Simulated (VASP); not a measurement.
# InH (Fmmm) in VASP: further runs

Runs on InH. Level: PBE. Tasks: single point.

All numbers are computed with VASP 6.6.1; they aren't measurements. Logs are shortened: lines on timing, memory, paths and dates and some standing lists are left out, and cuts for length are marked.

## 1. The cell of the first run

It takes space group Fmmm (No. 69, orthorhombic). The conventional cell has a = 4.940 Å, b = 5.255 Å, c = 5.608 Å, α = 90.00°, β = 90.00°, γ = 90.00°. In (site symmetry mmm) has 6 H at 2.47 to 2.80 Å within 3.3 Å. Within 3.3 Å of H (site symmetry mmm) lie 6 In at 2.47 to 2.80 Å.

## 2. Single point, PBE

INCAR

```
ALGO = Normal ; EDIFF = 1E-6
ENCUT = 520 ; GGA = PE
ISIF = 2 ; ISMEAR = 0
LASPH = T ; LCHARG = F
LREAL = F ; LWAVE = F
NBANDS = 14 ; NELM = 80
PREC = Accurate ; SIGMA = 0.1
```

KPOINTS

```
k-points
0
Gamma
  6 6 6
```

POSCAR

```
InH
1.0
    0.0000000000      2.6273509184      2.8041446250
    2.4702009569      0.0000000000      2.8041446250
    2.4702009569      2.6273509184      0.0000000000
In H
1 1
Direct
    0.0000000000      0.0000000000      0.0000000000
    0.5000000000      0.5000000000      0.5000000000
```

Potentials or basis: VASP PAW PBE potentials, release 64 (In_d, H).

Command:

```bash
$ cat potpaw_PBE.64/In_d/POTCAR potpaw_PBE.64/H/POTCAR > POTCAR
$ mpirun -np 1 vasp_std > vasp.out
```

OUTCAR:

```text
EDIFF = 1E-6
   ENCUT = 520
   GGA = PE
   ISIF = 2
   ISMEAR = 0
   LASPH = T
   LREAL = F
   NELM = 80
   PREC = Accurate

 ion  position               nearest neighbor table
   1  0.000  0.000  0.000-
   2  0.500  0.500  0.500-

  LATTYP: Found a face centered orthorhombic cell.
 ALAT       =     4.9404019138
 B/A-ratio  =     1.0636182903
 C/A-ratio  =     1.1351888668

  Lattice vectors:

 A1 = (   0.0000000000,   2.6273509184,   2.8041446250)
 A2 = (   2.4702009569,   0.0000000000,   2.8041446250)
 A3 = (   2.4702009569,   2.6273509184,   0.0000000000)

Analysis of symmetry for initial positions (statically):
=====================================================================
 Subroutine PRICEL returns:
 Original cell was already a primitive cell.

 Routine SETGRP: Setting up the symmetry group for a
 face centered orthorhombic supercell.

 Subroutine GETGRP returns: Found  8 space group operations
 (whereof  8 operations were pure point group operations)
 out of a pool of  8 trial point group operations.

The static configuration has the point symmetry D_2h.

Analysis of symmetry for dynamics (positions and initial velocities):
=====================================================================
 Subroutine PRICEL returns:
 Original cell was already a primitive cell.

 Routine SETGRP: Setting up the symmetry group for a
 face centered orthorhombic supercell.

 Subroutine GETGRP returns: Found  8 space group operations
 (whereof  8 operations were pure point group operations)
 out of a pool of  8 trial point group operations.

The dynamic configuration has the point symmetry D_2h.

 Subroutine INISYM returns: Found  8 space group operations
 (whereof  8 operations are pure point group operations),
 and found     1 'primitive' translations

----------------------------------------------------------------------------------------

                                     Primitive cell

  volume of cell :      36.3983

  direct lattice vectors                    reciprocal lattice vectors
     0.000000000  2.627350918  2.804144625    -0.202412682  0.190305755  0.178307494
     2.470200957  0.000000000  2.804144625     0.202412682 -0.190305755  0.178307494
     2.470200957  2.627350918  0.000000000     0.202412682  0.190305755 -0.178307494

  length of vectors
     3.842681346  3.736993423  3.606225952     0.330122305  0.330122305  0.330122305

  position of ions in fractional coordinates (direct lattice)
     0.000000000  0.000000000  0.000000000
     0.500000000  0.500000000  0.500000000

  ion indices of the primitive-cell ions
   primitive index   ion index
                 1           1
                 2           2

----------------------------------------------------------------------------------------

 KPOINTS: k-points

Automatic generation of k-mesh.
 Grid dimensions read from file:
 generate k-points for:    6    6    6

 Generating k-lattice:

  Cartesian coordinates                     Fractional coordinates (reciprocal lattice)
    -0.033735447  0.031717626  0.029717916     0.166666667  0.000000000  0.000000000
     0.033735447 -0.031717626  0.029717916     0.000000000  0.166666667  0.000000000
     0.033735447  0.031717626 -0.029717916    -0.000000000 -0.000000000  0.166666667

  Length of vectors
     0.055020384  0.055020384  0.055020384

  Shift w.r.t. Gamma in fractional coordinates (k-lattice)
     0.000000000  0.000000000  0.000000000

 Subroutine IBZKPT returns following result:
 ===========================================

 Found     46 irreducible k-points:

 Following reciprocal coordinates:
            Coordinates               Weight
  0.000000  0.000000  0.000000      1.000000
  0.166667  0.000000  0.000000      8.000000
  0.333333 -0.000000 -0.000000      8.000000
  0.500000  0.000000  0.000000      4.000000
  0.166667  0.166667  0.000000      2.000000
  0.333333  0.166667 -0.000000      8.000000
[... 16 lines left out ...]
 -0.166667  0.166667  0.166667      8.000000
  0.500000  0.333333  0.166667      4.000000
 [... further k-points ...]
   k-points           NKPTS =     46   k-points in BZ     NKDIM =     46   number of bands    NBANDS=     14
   number of dos      NEDOS =    301   number of ions     NIONS =      2
   total plane-waves  NPLWV =  23520
   dimension x,y,z NGX =    30 NGY =   28 NGZ =   28
   dimension x,y,z NGXF=    60 NGYF=   56 NGZF=   56
   ions per type =               1   1
   NGX,Y,Z   is equivalent  to a cutoff of  12.98, 12.46, 12.91 a.u.
   NGXF,Y,Z  is equivalent  to a cutoff of  25.96, 24.91, 25.82 a.u.
 SYSTEM =  unknown system
   PREC   = accura    normal or accurate (medium, high low for compatibility)
   ISTART =      0    job   : 0-new  1-cont  2-samecut
   ICHARG =      2    charge: 1-file 2-atom 10-const
   ISPIN  =      1    spin polarized calculation?
   LNONCOLLINEAR =      F non collinear calculations
   LSORBIT =      F    spin-orbit coupling
   LASPH  =      T    aspherical Exc in radial PAW
   ENCUT  =  520.0 eV  38.22 Ry    6.18 a.u.   7.14  6.95  6.71*2*pi/ulx,y,z
   NELM   =     80;   NELMIN=  2; NELMDL= -5     # of ELM steps
   EDIFF  = 0.1E-05   stopping-criterion for ELM
   LREAL  =      F    real-space projection
   EDIFFG = 0.1E-04   stopping-criterion for IOM
   NSW    =      0    number of steps for IOM
   IBRION =     -1    ionic relax: 0-MD 1-quasi-New 2-CG
   NFREE  =      0    steps in history (QN), initial steepest desc. (CG)
   ISIF   =      2    stress and relaxation
   ISYM   =      2    0-nonsym 1-usesym 2-fastsym
   POTIM  = 0.5000    time-step for ionic-motion
   TEBEG  =    0.0;   TEEND  =   0.0 temperature during run
   PSTRESS=    0.0 pullay stress
   NELECT =      14.0000    total number of electrons
   NUPDOWN=      -1.0000    fix difference up-down
   EMIN   =  10.00;   EMAX   =-10.00  energy-range for DOS
   EFERMI =   0.00;   METHOD = LEGACY
   ISMEAR =     0;   SIGMA  =   0.10  broadening in eV -4-tet -1-fermi 0-gaus
   EFERMI_NEDOS =   21; number of points for ismear=-14 and -15
   IALGO  =     38    algorithm
   IMIX   =      4    mixing-type and parameters
     AMIX     =   0.40;   BMIX     =  1.00
     AMIX_MAG =   1.60;   BMIX_MAG =  1.00
  volume/ion in A,a.u.               =      18.20       122.81
  Fermi-wavevector in a.u.,A,eV,Ry     =   1.190576  2.249863 19.285878  1.417472
  Thomas-Fermi vector in A             =   2.326658
   LORBIT       =      0    0 simple, 1 ext, 2 COOP (PROOUT), +10 PAW based schemes
   GGA     = PE    functional components
   LHFCALC =     F    Hartree Fock is set to
   AEXX    =    0.0000 exact exchange contribution
   IVDW    =     0    specifies the selected vdW correction
   LEPSILON=     F    determine dielectric tensor
   LRPA    =     F    only Hartree local field effects (RPA)
 non-spin polarized calculation
 Gauss-broadening in eV      SIGMA  =   0.10
  energy-cutoff  :      520.00
  volume of cell :       36.40
 maximum number of plane-waves:       996
 NGX is ok and might be reduce to    30
   NGX = 15   NGY = 13   NGZ = 13

 number of electron      14.0000001 magnetization

 Free energy of the ion-electron system (eV)
  ---------------------------------------------------
  ext. energy  EPLUGINS =         0.00000000
  ---------------------------------------------------
  free energy    TOTEN  =        -4.93018137 eV

  energy without entropy =       -4.92795091  energy(sigma->0) =       -4.92906614

 E-fermi :   4.7401     XC(G=0):  -9.3116

 val. band max:        4.6996875692   @ k =   0.5000   0.0000   0.3333
 cond. band min:       4.8737394031   @ k =   0.5000   0.0000   0.5000
 fundamental gap:      0.1740518339
 Fermi energy:         4.7400787024

 k-point     1 :       0.0000    0.0000    0.0000
  band No.  band energies     occupation
      1      -9.6470      2.00000
      2      -9.6230      2.00000
      3      -9.6024      2.00000
      4      -9.6020      2.00000
      5      -9.5084      2.00000
      6      -4.0140      2.00000
      7       7.6741      0.00000
      8      11.8153      0.00000
      9      12.1562      0.00000
     10      12.3433      0.00000
     11      15.5908      0.00000
     12      15.9925      0.00000
     13      16.2209      0.00000
     14      16.3982      0.00000

 k-point     2 :       0.1667    0.0000    0.0000
  band No.  band energies     occupation
      1      -9.6341      2.00000
      2      -9.6216      2.00000
      3      -9.5954      2.00000
      4      -9.5832      2.00000
      5      -9.5156      2.00000
      6      -3.5499      2.00000
      7       6.2773      0.00000
      8      10.5223      0.00000
      9      11.5975      0.00000
     10      11.8385      0.00000
     11      14.5168      0.00000
     12      15.6733      0.00000
     13      17.0579      0.00000
     14      17.2491      0.00000

 k-point     3 :       0.3333   -0.0000   -0.0000
  band No.  band energies     occupation
      1      -9.6430      2.00000
      2      -9.6292      2.00000
      3      -9.5846      2.00000
      4      -9.5178      2.00000
      5      -9.5111      2.00000
      6      -2.1556      2.00000
      7       3.1926      2.00000
      8       9.0543      0.00000
      9      10.7961      0.00000
     10      11.8527      0.00000
     11      13.4408      0.00000
     12      14.8756      0.00000
     13      16.4306      0.00000
     14      18.7321      0.00000
[... 324 lines left out ...]
 k-point    23 :      -0.1667    0.1667    0.1667
  band No.  band energies     occupation
      1      -9.6418      2.00000
      2      -9.6006      2.00000
      3      -9.5783      2.00000
      4      -9.5503      2.00000
      5      -9.5109      2.00000
      6      -2.1194      2.00000
      7       4.0249      2.00000
      8       8.5560      0.00000
      9       9.0978      0.00000
     10      10.8404      0.00000
     11      13.6322      0.00000
     12      15.8868      0.00000
     13      17.5422      0.00000
     14      18.7510      0.00000

 k-point    24 :       0.5000    0.3333    0.1667
  band No.  band energies     occupation
      1      -9.6448      2.00000
      2      -9.6315      2.00000
      3      -9.5671      2.00000
      4      -9.5219      2.00000
      5      -9.5089      2.00000
      6      -1.3073      2.00000
      7       4.2402      2.00000
      8       6.1113      0.00000
      9       6.8449      0.00000
     10      11.2051      0.00000
     11      15.1293      0.00000
     12      15.9597      0.00000
     13      18.5594      0.00000
     14      20.2329      0.00000

 [... further k-points ...]

------------------------ aborting loop because EDIFF is reached ----------------------------------------

  FORCE on cell =-STRESS in cart. coord.  units (eV):
  Direction    XX          YY          ZZ          XY          YZ          ZX
  --------------------------------------------------------------------------------------
  -------------------------------------------------------------------------------------
  Total       -0.8384915     -0.5689182     -0.5815265      0.0000000      0.0000000      0.0000000
  in kB      -36.9086774    -25.0426133    -25.5976029      0.0000000      0.0000000      0.0000000
  external PRESSURE =     -29.1829645 kB  Pullay stress =       0.0000000 kB

 VOLUME and BASIS-vectors are now :
 -----------------------------------------------------------------------------
  energy-cutoff  :      520.00
  volume of cell :       36.40
      direct lattice vectors                 reciprocal lattice vectors
     0.000000000  2.627350918  2.804144625    -0.202412682  0.190305755  0.178307494
     2.470200957  0.000000000  2.804144625     0.202412682 -0.190305755  0.178307494
     2.470200957  2.627350918  0.000000000     0.202412682  0.190305755 -0.178307494

 POSITION                                       TOTAL-FORCE (eV/Angst)
 -----------------------------------------------------------------------------------
      0.00000      0.00000      0.00000        -0.000000     -0.000000      0.000000
      2.47020      2.62735      2.80414         0.000000      0.000000     -0.000000
 -----------------------------------------------------------------------------------
    total drift:                               -0.000000      0.000000      0.000000

  FREE ENERGIE OF THE ION-ELECTRON SYSTEM (eV)
  ---------------------------------------------------
  free  energy   TOTEN  =        -4.9301813660 eV

  energy  without entropy=       -4.9279509133  energy(sigma->0) =       -4.92906614
```

Wall time 8.9 s (1 thread of Intel Xeon Platinum 8559C (Emerald Rapids), shared host); peak memory 0.17 GiB.

Results:

```
Free energy            : -4.9302 eV
Pressure               : -2.9 GPa
Band gap on the k mesh : zero (bands 7 and 8 overlap by 4.12 eV)
```

Caveat: spin-orbit coupling is left out, which moves the levels of the heavy elements.

## 3. Single point, PBE

This run uses another cell than the first one, of 16.04 Å³/atom.

INCAR

```
SYSTEM = InH
PREC = Accurate ; ENCUT = 520
EDIFF = 1E-6 ; ISMEAR = 0
SIGMA = 0.1 ; LREAL = .False.
LASPH = .True. ; NELM = 80
ALGO = Normal ; ISIF = 2
LWAVE = .False. ; LCHARG = .False.
GGA = PE ; NBANDS = 14
```

KPOINTS

```
regular mesh
0
Gamma
  18 18 18
  0 0 0
```

POSCAR

```
InH
1.0
    0.0000000000      2.5162611368      2.6812716043
    2.3769231228      0.0000000000      2.6812716043
    2.3769231228      2.5162611368      0.0000000000
In H
1 1
Direct
    0.0000000000      0.0000000000      0.0000000000
    0.5000000000      0.5000000000      0.5000000000
```

Potentials or basis: VASP PAW PBE potentials, release 64 (In_d, H).

Command:

```bash
$ cat potpaw_PBE.64/In_d/POTCAR potpaw_PBE.64/H/POTCAR > POTCAR
$ mpirun -np 1 vasp_std > vasp.out
```

Run time: 2.2 min. Hardware: 1 thread of Intel Xeon Platinum 8559C (Emerald Rapids), shared host; peak memory 0.48 GiB.

Results (log left out):

```yaml
Free_energy: -4.9698 eV
Pressure: -0.1 GPa
Band_gap_on_the_k_mesh: zero (bands 7 and 8 overlap by 5.23 eV)
```

Levels at points of the mesh, in eV from the Fermi level:
```csv
k point,band 3,band 4,band 5,band 6,band 7,band 8,band 9,band 10,band 11,band 12
"(0.00, 0.00, 0.00)",-14.45,-14.44,-14.33,-9.68,3.48,7.79,8.13,8.44,11.05,11.98
"(0.50, 0.00, 0.00)",-14.44,-14.31,-14.27,-5.53,-4.53,4.08,6.31,7.89,8.85,10.24
"(0.50, 0.50, 0.00)",-14.30,-14.28,-14.26,-5.27,-2.49,1.36,3.53,3.89,7.32,18.50
"(0.50, 0.00, 0.50)",-14.32,-14.30,-14.22,-4.29,-2.06,0.52,2.63,3.45,6.75,17.50
"(0.00, 0.50, 0.50)",-14.31,-14.28,-14.23,-3.33,-1.56,-0.34,2.14,2.59,6.13,18.35
```

Caveat: spin-orbit coupling is left out, which moves the levels of the heavy elements.
